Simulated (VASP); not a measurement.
The system is ScIn3As.

```xyz
5
Lattice="5.7934 0.0000 0.0000 -2.8967 5.0172 0.0000 0.0000 0.0000 5.0422" Properties=species:S:1:pos:R:3 pbc="T T T"
Sc    0.0000    0.0000    0.0000
In    2.3758    0.0000    0.0000
In   -1.1879    2.0575    0.0000
In    1.7088    2.9597    0.0000
As    0.0000    0.0000    2.5211
```

The cell was generated, and may not be a known phase.

```yaml
Program: VASP 6.6.1
Task: relaxation of cell and atoms
Functional: PBE
Potentials_or_basis: VASP PAW PBE potentials, release 64 (Sc_sv, In_d, As)
Cutoff: 600 eV
k_mesh: 3 × 3 × 3
Occupations: gaussian, width 0.2 eV
Spin: no spin polarisation
```

At the start: pressure 13.1 GPa; volume 29.31 Å³/atom.

Q: How do energy, volume and symmetry change on relaxing?

A: Over 11 steps the energy falls by 620.5 meV/atom and the volume is 33.40 Å³/atom (+13.9 %); space group P-62m (No. 189, to 0.1 Å) before, P6/mmm (No. 191, to 0.1 Å).

Step by step:
| step | energy change (eV) | largest force (eV/Å) | pressure (GPa) | volume (Å³) |
| --- | --- | --- | --- | --- |
| 1 | 0.0000 | 4.4446 | 13.07 | 146.56 |
| 2 | -2.3464 | 0.2281 | -2.54 | 202.01 |
| 3 | -2.5611 | 0.7667 | -0.73 | 184.28 |
| 4 | -2.5603 | 0.8011 | -0.61 | 183.48 |
| 5 | -2.6784 | 0.7544 | -0.59 | 180.58 |
| 6 | -2.8974 | 0.6116 | -0.02 | 171.84 |
| 7 | -2.9127 | 0.5317 | 0.61 | 167.63 |
| 8 | -2.9807 | 0.3918 | 0.58 | 166.85 |
| 9 | -3.0832 | 0.0734 | 0.77 | 164.51 |
| 10 | -3.0881 | 0.0062 | 0.90 | 163.92 |
| 11 | -3.1023 | 0.0198 | 0.21 | 166.99 |

Final structure:
```xyz
5
Lattice="6.1265 0.0000 0.0000 -3.0632 5.3057 0.0000 0.0000 0.0000 5.1372" Properties=species:S:1:pos:R:3 pbc="T T T"
Sc    0.0000    0.0000    0.0000
In    3.0531    0.0000    0.0000
In   -1.5266    2.6441    0.0000
In    1.5367    2.6616    0.0000
As    0.0000    0.0000    2.5686
```

Caveat: the k points lie up to 0.41 Å⁻¹ apart in the final cell, too coarse for converged energies and pressures of a metal.
